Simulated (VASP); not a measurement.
# Al (I4/mmm) in VASP: further runs, part 2 of 2

VASP 6.6.1. Earlier steps stand in the parts before.

## (3) Single point, LDA (strain +0.025 along x and y, +0.000 along z)

INCAR

```
ALGO = Normal
EDIFF = 1E-6
ENCUT = 520
GGA = CA
ISIF = 2
ISMEAR = 0
LASPH = True
LCHARG = False
LREAL = False
LWAVE = False
NBANDS = 8
NELM = 80
PREC = Accurate
SIGMA = 0.15
```

KPOINTS

```
k-points
0
Gamma
  20 20 20
```

POSCAR

```
Al
1.0
   -1.6309991572      1.6309991572      1.5912186900
    1.6309991572     -1.6309991572      1.5912186900
    1.6309991572      1.6309991572     -1.5912186900
Al
1
Direct
    0.0000000000      0.0000000000      0.0000000000
```

Potentials or basis: VASP PAW LDA potentials, release 64 (Al).

On the command line:

```console
cat potpaw_LDA.64/Al/POTCAR > POTCAR
mpirun -np 1 vasp_std > vasp.out
```

OUTCAR:

```text
EDIFF = 1E-6
   ENCUT = 520
   GGA = CA
   ISIF = 2
   ISMEAR = 0
   LASPH = True
   LREAL = False
   NELM = 80
   PREC = Accurate

 ion  position               nearest neighbor table
   1  0.000  0.000  0.000-

  LATTYP: Found a body centered tetragonal cell.
 ALAT       =     3.2619983144
 C/A-ratio  =     0.9756097561

  Lattice vectors:

 A1 = (  -1.6309991572,   1.6309991572,   1.5912186900)
 A2 = (   1.6309991572,  -1.6309991572,   1.5912186900)
 A3 = (   1.6309991572,   1.6309991572,  -1.5912186900)

Analysis of symmetry for initial positions (statically):
=====================================================================
 Subroutine PRICEL returns:
 Original cell was already a primitive cell.

 Routine SETGRP: Setting up the symmetry group for a
 body centered tetragonal supercell.

 Subroutine GETGRP returns: Found 16 space group operations
 (whereof 16 operations were pure point group operations)
 out of a pool of 16 trial point group operations.

The static configuration has the point symmetry D_4h.

Analysis of symmetry for dynamics (positions and initial velocities):
=====================================================================
 Subroutine PRICEL returns:
 Original cell was already a primitive cell.

 Routine SETGRP: Setting up the symmetry group for a
 body centered tetragonal supercell.

 Subroutine GETGRP returns: Found 16 space group operations
 (whereof 16 operations were pure point group operations)
 out of a pool of 16 trial point group operations.

The dynamic configuration has the point symmetry D_4h.

 Subroutine INISYM returns: Found 16 space group operations
 (whereof 16 operations are pure point group operations),
 and found     1 'primitive' translations

----------------------------------------------------------------------------------------

                                     Primitive cell

  volume of cell :      16.9316

  direct lattice vectors                    reciprocal lattice vectors
    -1.630999157  1.630999157  1.591218690     0.000000000  0.306560551  0.314224565
     1.630999157 -1.630999157  1.591218690     0.306560551  0.000000000  0.314224565
     1.630999157  1.630999157 -1.591218690     0.306560551  0.306560551  0.000000000

  length of vectors
     2.802194394  2.802194394  2.802194394     0.438994816  0.438994816  0.433542089

  position of ions in fractional coordinates (direct lattice)
     0.000000000  0.000000000  0.000000000

  ion indices of the primitive-cell ions
   primitive index   ion index
                 1           1

----------------------------------------------------------------------------------------

 KPOINTS: k-points

Automatic generation of k-mesh.
 Grid dimensions read from file:
 generate k-points for:   20   20   20

 Generating k-lattice:

  Cartesian coordinates                     Fractional coordinates (reciprocal lattice)
     0.000000000  0.015328028  0.015711228     0.050000000  0.000000000 -0.000000000
     0.015328028  0.000000000  0.015711228     0.000000000  0.050000000 -0.000000000
     0.015328028  0.015328028  0.000000000     0.000000000  0.000000000  0.050000000

  Length of vectors
     0.021949741  0.021949741  0.021677104

  Shift w.r.t. Gamma in fractional coordinates (k-lattice)
     0.000000000  0.000000000  0.000000000

 Subroutine IBZKPT returns following result:
 ===========================================

 Found    641 irreducible k-points:

 Following reciprocal coordinates:
            Coordinates               Weight
  0.000000  0.000000  0.000000      1.000000
  0.050000 -0.000000  0.000000      8.000000
  0.100000 -0.000000  0.000000      8.000000
  0.150000  0.000000 -0.000000      8.000000
  0.200000 -0.000000  0.000000      8.000000
  0.250000  0.000000  0.000000      8.000000
[... 16 lines left out ...]
 -0.400000  0.050000  0.000000     16.000000
 -0.350000  0.050000  0.000000     16.000000
 [... further k-points ...]
   k-points           NKPTS =    641   k-points in BZ     NKDIM =    641   number of bands    NBANDS=      8
   number of dos      NEDOS =    301   number of ions     NIONS =      1
   total plane-waves  NPLWV =  13824
   dimension x,y,z NGX =    24 NGY =   24 NGZ =   24
   dimension x,y,z NGXF=    48 NGYF=   48 NGZF=   48
   ions per type =               1
   NGX,Y,Z   is equivalent  to a cutoff of  14.24, 14.24, 14.24 a.u.
   NGXF,Y,Z  is equivalent  to a cutoff of  28.48, 28.48, 28.48 a.u.
 SYSTEM =  unknown system
   PREC   = accura    normal or accurate (medium, high low for compatibility)
   ISTART =      0    job   : 0-new  1-cont  2-samecut
   ICHARG =      2    charge: 1-file 2-atom 10-const
   ISPIN  =      1    spin polarized calculation?
   LNONCOLLINEAR =      F non collinear calculations
   LSORBIT =      F    spin-orbit coupling
   LASPH  =      T    aspherical Exc in radial PAW
   ENCUT  =  520.0 eV  38.22 Ry    6.18 a.u.   5.21  5.21  5.21*2*pi/ulx,y,z
   NELM   =     80;   NELMIN=  2; NELMDL= -5     # of ELM steps
   EDIFF  = 0.1E-05   stopping-criterion for ELM
   LREAL  =      F    real-space projection
[... 7 lines left out ...]
   TEBEG  =    0.0;   TEEND  =   0.0 temperature during run
   PSTRESS=    0.0 pullay stress
   NELECT =       3.0000    total number of electrons
   NUPDOWN=      -1.0000    fix difference up-down
   EMIN   =  10.00;   EMAX   =-10.00  energy-range for DOS
   EFERMI =   0.00;   METHOD = LEGACY
   ISMEAR =     0;   SIGMA  =   0.15  broadening in eV -4-tet -1-fermi 0-gaus
   EFERMI_NEDOS =   21; number of points for ismear=-14 and -15
   IALGO  =     38    algorithm
   IMIX   =      4    mixing-type and parameters
     AMIX     =   0.40;   BMIX     =  1.00
     AMIX_MAG =   1.60;   BMIX_MAG =  1.00
  volume/ion in A,a.u.               =      16.93       114.26
  Fermi-wavevector in a.u.,A,eV,Ry     =   0.919495  1.737594 11.503337  0.845471
  Thomas-Fermi vector in A             =   2.044695
   LORBIT       =      0    0 simple, 1 ext, 2 COOP (PROOUT), +10 PAW based schemes
   GGA     = CA    functional components
   LHFCALC =     F    Hartree Fock is set to
   AEXX    =    0.0000 exact exchange contribution
   IVDW    =     0    specifies the selected vdW correction
   LEPSILON=     F    determine dielectric tensor
   LRPA    =     F    only Hartree local field effects (RPA)
 non-spin polarized calculation
 Gauss-broadening in eV      SIGMA  =   0.15
  energy-cutoff  :      520.00
  volume of cell :       16.93
 maximum number of plane-waves:       474
 NGX is ok and might be reduce to    24
   NGX = 11   NGY = 11   NGZ = 11

 number of electron       3.0000000 magnetization

 Free energy of the ion-electron system (eV)
  ---------------------------------------------------
  ext. energy  EPLUGINS =         0.00000000
  ---------------------------------------------------
  free energy    TOTEN  =        -4.08719771 eV

  energy without entropy =       -4.08225854  energy(sigma->0) =       -4.08472813

 E-fermi :   7.5181     XC(G=0): -10.2518

 val. band max:        7.5172154058   @ k =  -0.2500  -0.3000   0.0500
 cond. band min:       7.5235687943   @ k =  -0.3500  -0.4500   0.1500
 fundamental gap:      0.0063533885
 Fermi energy:         7.5181168704

 k-point     1 :       0.0000    0.0000    0.0000
  band No.  band energies     occupation
      1      -3.3924      2.00000
      2      20.2013      0.00000
      3      20.7655      0.00000
      4      20.7655      0.00000
      5      21.4810      0.00000
      6      21.4810      0.00000
      7      21.7507      0.00000
      8      23.2635      0.00000

 k-point     2 :       0.0500   -0.0000    0.0000
  band No.  band energies     occupation
      1      -3.3213      2.00000
      2      19.6600      0.00000
      3      19.7023      0.00000
      4      20.3076      0.00000
      5      21.2838      0.00000
      6      22.1519      0.00000
      7      22.2995      0.00000
      8      23.0341      0.00000

 k-point     3 :       0.1000   -0.0000    0.0000
  band No.  band energies     occupation
      1      -3.1079      2.00000
      2      17.8795      0.00000
      3      18.7755      0.00000
      4      19.5784      0.00000
      5      20.6125      0.00000
      6      21.9906      0.00000
      7      23.0277      0.00000
      8      23.5748      0.00000
[... 210 lines left out ...]
 k-point    23 :      -0.4000    0.0500    0.0000
  band No.  band energies     occupation
      1       0.5966      2.00000
      2       7.4337      1.57367
      3      14.5685      0.00000
      4      15.9573      0.00000
      5      17.9332      0.00000
      6      19.6713      0.00000
      7      26.1590      0.00000
      8      27.5989      0.00000

 k-point    24 :      -0.3500    0.0500    0.0000
  band No.  band energies     occupation
      1      -0.3747      2.00000
      2       9.1531      0.00000
      3      14.9093      0.00000
      4      16.3542      0.00000
      5      18.2796      0.00000
      6      20.0314      0.00000
      7      25.3126      0.00000
      8      26.8180      0.00000

 [... further k-points ...]
[... 5 lines left out ...]
  --------------------------------------------------------------------------------------
  -------------------------------------------------------------------------------------
  Total       -0.2813956     -0.2813956     -0.3592695      0.0000000      0.0000000      0.0000000
  in kB      -26.6275056    -26.6275056    -33.9964493      0.0000000      0.0000000      0.0000000
  external PRESSURE =     -29.0838202 kB  Pullay stress =       0.0000000 kB

 VOLUME and BASIS-vectors are now :
 -----------------------------------------------------------------------------
  energy-cutoff  :      520.00
  volume of cell :       16.93
      direct lattice vectors                 reciprocal lattice vectors
    -1.630999157  1.630999157  1.591218690     0.000000000  0.306560551  0.314224565
     1.630999157 -1.630999157  1.591218690     0.306560551  0.000000000  0.314224565
     1.630999157  1.630999157 -1.591218690     0.306560551  0.306560551  0.000000000

 POSITION                                       TOTAL-FORCE (eV/Angst)
 -----------------------------------------------------------------------------------
      0.00000      0.00000      0.00000         0.000000      0.000000     -0.000000
 -----------------------------------------------------------------------------------
    total drift:                                0.000000      0.000000      0.000000

  FREE ENERGIE OF THE ION-ELECTRON SYSTEM (eV)
  ---------------------------------------------------
  free  energy   TOTEN  =        -4.0871977065 eV

  energy  without entropy=       -4.0822585438  energy(sigma->0) =       -4.08472813
```

OSZICAR:

```text
N       E                     dE             d eps       ncg     rms          rms(c)
DAV:   1    -0.271173007508E+01   -0.27117E+01   -0.85601E+02 10336   0.204E+02
DAV:   2    -0.410964163967E+01   -0.13979E+01   -0.13566E+01 14352   0.188E+01
DAV:   3    -0.411619436425E+01   -0.65527E-02   -0.65494E-02 12376   0.142E+00
DAV:   4    -0.411620717120E+01   -0.12807E-04   -0.12808E-04 15272   0.603E-02
DAV:   5    -0.411620719833E+01   -0.27125E-07   -0.26182E-07 12688   0.172E-03    0.126E+00
DAV:   6    -0.409837697168E+01    0.17830E-01   -0.32787E-03 11256   0.218E-01    0.701E-01
DAV:   7    -0.408722249534E+01    0.11154E-01   -0.79746E-03 11464   0.333E-01    0.146E-01
DAV:   8    -0.408719774298E+01    0.24752E-04   -0.31119E-05 14008   0.362E-02    0.130E-02
DAV:   9    -0.408719770646E+01    0.36519E-07   -0.16511E-07 13368   0.193E-03
   1 F= -.40871977E+01 E0= -.40847281E+01  d E =-.493916E-02
```

stdout:

```text
POSCAR found type information on POSCAR Al
 POSCAR found :  1 types and       1 ions
 scaLAPACK will be used
 LDA part: xc-table for (Slater(with rela. corr.)+CA(PZ))
 , standard interpolation
 POSCAR, INCAR and KPOINTS ok, starting setup
 FFT: planning ... GRIDC
 FFT: planning ... GRID_SOFT
 FFT: planning ... GRID
 WAVECAR not read
 entering main loop
```

It took 1.7 min on 1 thread of AMD EPYC 7R13, shared host; peak memory 0.15 GiB.

Results:

```yaml
Free_energy: -4.0872 eV
Pressure: -2.9 GPa
Band_gap_on_the_k_mesh: zero (an odd number of electrons rules out a gap without spin polarisation)
```

Levels at points of the mesh, in eV from the Fermi level:
| k point | band 1 | band 2 | band 3 | band 4 | band 5 |
| --- | --- | --- | --- | --- | --- |
| (0.00, 0.00, 0.00) | -10.91 | 12.68 | 13.25 | 13.25 | 13.96 |
| (0.50, 0.00, 0.00) | -4.13 | -3.76 | 7.71 | 8.06 | 9.56 |
| (0.50, 0.50, 0.00) | -4.25 | -3.99 | 8.16 | 8.57 | 10.15 |
| (0.50, 0.50, 0.50) | 1.59 | 1.59 | 2.26 | 2.98 | 3.16 |

Caveat: the cell differs from its parent crystal (strain +0.025 along x and y, +0.000 along z).

## (4) Single point, LDA (strain +0.050 along x and y, +0.000 along z)

INCAR

```
SYSTEM = Al
PREC = Accurate ; ENCUT = 520
EDIFF = 1E-6 ; ISMEAR = 0
SIGMA = 0.15 ; LREAL = .FALSE.
LASPH = .TRUE. ; NELM = 80
ALGO = Normal ; ISIF = 2
LWAVE = .FALSE. ; LCHARG = .TRUE.
GGA = CA ; LELF = .TRUE.
LVHAR = .TRUE. ; NBANDS = 8
```

KPOINTS

```
regular mesh
0
G
  20 20 20
  0 0 0
```

POSCAR

```
Al
1.0
   -1.6707796245      1.6707796245      1.5912186900
    1.6707796245     -1.6707796245      1.5912186900
    1.6707796245      1.6707796245     -1.5912186900
Al
1
Direct
    0.0000000000      0.0000000000      0.0000000000
```

On the command line:

```console
cat potpaw_LDA.64/Al/POTCAR > POTCAR
mpirun -np 1 vasp_std > vasp.out
```

It took 1.7 min on 1 thread of AMD EPYC 7R13, shared host; peak memory 0.15 GiB.

Results (log left out):

```yaml
Free_energy: -4.0668 eV
Pressure: -5.6 GPa
Band_gap_on_the_k_mesh: zero (an odd number of electrons rules out a gap without spin polarisation)
```

Stress tensor (GPa, compression positive):
```
-5.03  0.00  0.00
 0.00 -5.03  0.00
 0.00  0.00 -6.68
```

Levels at points of the mesh, in eV from the Fermi level:
```csv
k point,band 1,band 2,band 3,band 4,band 5
"(0.00, 0.00, 0.00)",-10.58,12.09,13.18,13.18,13.18
"(0.50, 0.00, 0.00)",-3.91,-3.63,7.25,7.82,9.06
"(0.50, 0.50, 0.00)",-4.13,-4.08,8.11,8.81,10.19
"(0.50, 0.50, 0.50)",1.33,1.33,2.62,2.94,3.08
```

Caveat: the cell differs from its parent crystal (strain +0.050 along x and y, +0.000 along z); the cell stands under tension.

## (5) Single point, LDA (strain +0.025 along x and y, +0.050 along z)

INCAR

```
SYSTEM = Al
PREC = Accurate
ENCUT = 520
EDIFF = 1E-6
ISMEAR = 0
SIGMA = 0.15
LREAL = .FALSE.
LASPH = .TRUE.
NELM = 100
ALGO = Normal
ISIF = 2
LWAVE = .FALSE.
LCHARG = .FALSE.
GGA = CA
NBANDS = 8
```

KPOINTS

```
Automatic mesh
0
G
  20 20 20
  0 0 0
```

POSCAR

```
Al
1.0
   -1.6309991572      1.6309991572      1.6707796245
    1.6309991572     -1.6309991572      1.6707796245
    1.6309991572      1.6309991572     -1.6707796245
Al
1
Direct
    0.0000000000      0.0000000000      0.0000000000
```

On the command line:

```console
cat potpaw_LDA.64/Al/POTCAR > POTCAR
mpirun -np 1 vasp_std > vasp.out
```

Run time: 1.8 min. Hardware: 1 thread of AMD EPYC 7R13, shared host; peak memory 0.15 GiB.

It converged, with:

| Quantity | Value |
| --- | --- |
| Free energy | -4.0647 eV |
| Pressure | -5.5 GPa |
| Band gap on the k mesh | zero (an odd number of electrons rules out a gap without spin polarisation) |

Stress tensor (GPa, compression positive):
```
-5.79  0.00  0.00
 0.00 -5.79  0.00
 0.00  0.00 -5.03
```

Levels at points of the mesh, in eV from the Fermi level:
```tsv
k point	band 1	band 2	band 3	band 4	band 5	band 6
(0.00, 0.00, 0.00)	-10.57	12.62	12.62	13.14	13.28	13.46
(0.50, 0.00, 0.00)	-4.01	-3.85	7.66	8.30	9.62	10.86
(0.50, 0.50, 0.00)	-3.90	-3.63	7.25	7.83	9.07	10.58
(0.50, 0.50, 0.50)	1.34	1.96	1.96	3.00	3.32	4.64
```

Caveat: the cell differs from its parent crystal (strain +0.025 along x and y, +0.050 along z); the cell stands under tension.

## (6) Single point, LDA (strain +0.050 along x and y, +0.025 along z)

Edit INCAR of step 5 so:

```diff
@@ -8,3 +8,3 @@
 LASPH = .TRUE.
-NELM = 100
+NELM = 80
 ALGO = Normal
@@ -13,3 +13,2 @@
 LCHARG = .FALSE.
-GGA = CA
 NBANDS = 8
```

KPOINTS

```
regular mesh
0
G
  20 20 20
  0 0 0
```

POSCAR

```
Al
1.0
   -1.6707796245      1.6707796245      1.6309991572
    1.6707796245     -1.6707796245      1.6309991572
    1.6707796245      1.6707796245     -1.6309991572
Al
1
Direct
    0.0000000000      0.0000000000      0.0000000000
```

Potentials or basis: VASP PAW LDA potentials, release 64 (Al).

On the command line:

```console
cat potpaw_LDA.64/Al/POTCAR > POTCAR
mpirun -np 1 vasp_std > vasp.out
```

Wall time 1.8 min (1 thread of AMD EPYC 7R13, shared host); peak memory 0.16 GiB.

It converged, with:

| Quantity | Value |
| --- | --- |
| Free energy | -4.0480 eV |
| Pressure | -6.6 GPa |
| Band gap on the k mesh | zero (an odd number of electrons rules out a gap without spin polarisation) |

Stress tensor (GPa, compression positive):
```
-6.52  0.00  0.00
 0.00 -6.52  0.00
 0.00  0.00 -6.87
```

Levels at points of the mesh, in eV from the Fermi level:
```csv
k point,band 1,band 2,band 3,band 4,band 5
"(0.00, 0.00, 0.00)",-10.41,12.31,12.83,12.83,13.00
"(0.50, 0.00, 0.00)",-3.85,-3.68,7.22,7.93,9.09
"(0.50, 0.50, 0.00)",-3.95,-3.90,7.63,8.40,9.63
"(0.50, 0.50, 0.50)",1.52,1.52,2.13,3.11,3.23
```

Caveat: the cell differs from its parent crystal (strain +0.050 along x and y, +0.025 along z); the cell stands under tension.

## (7) The runs side by side

| cell | gap on the mesh (eV) | pressure (GPa) |
| --- | --- | --- |
| a = 2.803 Å, angles 110.8, 110.8, 106.8°, 1 atom | none | -2.9 |
| a = 2.802 Å, angles 108.8, 108.8, 110.8°, 1 atom | none | -2.9 |
| a = 2.849 Å, angles 108.2, 108.2, 112.1°, 1 atom | none | -5.6 |
| a = 2.848 Å, angles 110.1, 110.1, 108.2°, 1 atom | none | -5.5 |
| a = 2.871 Å, angles 108.8, 108.8, 110.8°, 1 atom | none | -6.6 |

Alike in all rows: task single point; level LDA; potentials or basis VASP PAW LDA potentials, release 64 (Al); no spin polarisation; k mesh 20 × 20 × 20; cutoff (eV) 520; smearing gaussian 0.15 eV.

Caveats: the cell stands under tension (at least some runs).

Absolute energies hang on the potentials; compare differences alone.

The gap in the log of VASP goes by the Fermi energy; the results here count the filled bands.